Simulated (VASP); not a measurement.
TaN: single point with LDA

Crystal: TaN.

```
Ta N
1.0
     0.00000    2.23232    2.17427
     2.23232    0.00000    2.17427
     2.23232    2.23232    0.00000
Ta N
1 1
Direct
  0.49673 0.50327 0.50327
  0.04227 0.95773 0.95773
```

This cell differs from its parent crystal: atoms displaced along a vibrational mode, the cell strained.

| Property | Result |
| --- | --- |
| Program | VASP 6.6.1 |
| Task | single point |
| Functional | LDA |
| Potentials or basis | VASP PAW LDA potentials, release 64 (Ta_sv_GW, N) |
| Cutoff | 700 eV |
| k mesh | 18 × 18 × 18 |
| Occupations | gaussian, width 0.15 eV |
| Spin | no spin polarisation |
| Dipole correction | no |
| Further INCAR settings | ALGO = Normal; EDIFF = 1e-06; NBANDS = 16 |

```
Pressure               : -10.2 GPa
Largest force          : 1.509 eV/Å
Band gap on the k mesh : zero (bands 9 and 10 overlap by 3.14 eV)
```

Forces in eV/Å, atoms in the order of the input:
```
Ta  -1.509  0.000  0.000
N    1.509  0.000  0.000
```

Stress tensor (GPa, compression positive):
```
 -3.15   0.00   0.00
  0.00 -20.87   0.00
  0.00   0.00  -6.59
```

Levels at points of the mesh, in eV from the Fermi level:
| k point | band 6 | band 7 | band 8 | band 9 | band 10 | band 11 | band 12 | band 13 |
| --- | --- | --- | --- | --- | --- | --- | --- | --- |
| (0.00, 0.00, 0.00) | -4.43 | -4.43 | -4.35 | -2.03 | -1.06 | -0.96 | 0.10 | 1.09 |
| (0.50, 0.00, 0.00) | -10.02 | -7.31 | -7.25 | 1.72 | 1.90 | 2.03 | 3.74 | 6.83 |
| (0.50, 0.50, 0.00) | -6.41 | -6.26 | -4.68 | -3.23 | 2.41 | 3.53 | 3.56 | 4.27 |
| (0.50, 0.00, 0.50) | -6.52 | -6.37 | -4.64 | -3.02 | 2.37 | 3.36 | 3.72 | 4.35 |
| (0.00, 0.50, 0.50) | -6.39 | -5.20 | -4.46 | -4.36 | 2.12 | 3.35 | 3.67 | 3.83 |

Run time: 5.2 min on 1 thread of Intel(R) Xeon(R) Platinum 8124M CPU @ 3.00GHz (Skylake/Cascade Lake) (shared host), peak memory 0.59 GiB.

Caveat: the cell differs from its parent crystal (atoms displaced along a vibrational mode, the cell strained); the stress differs along the axes, from -21 to -3 GPa; spin-orbit coupling is left out, which moves the levels of the heavy elements; forces of over 1 eV/Å act on the atoms, so gaps and moduli don't describe the material at rest.
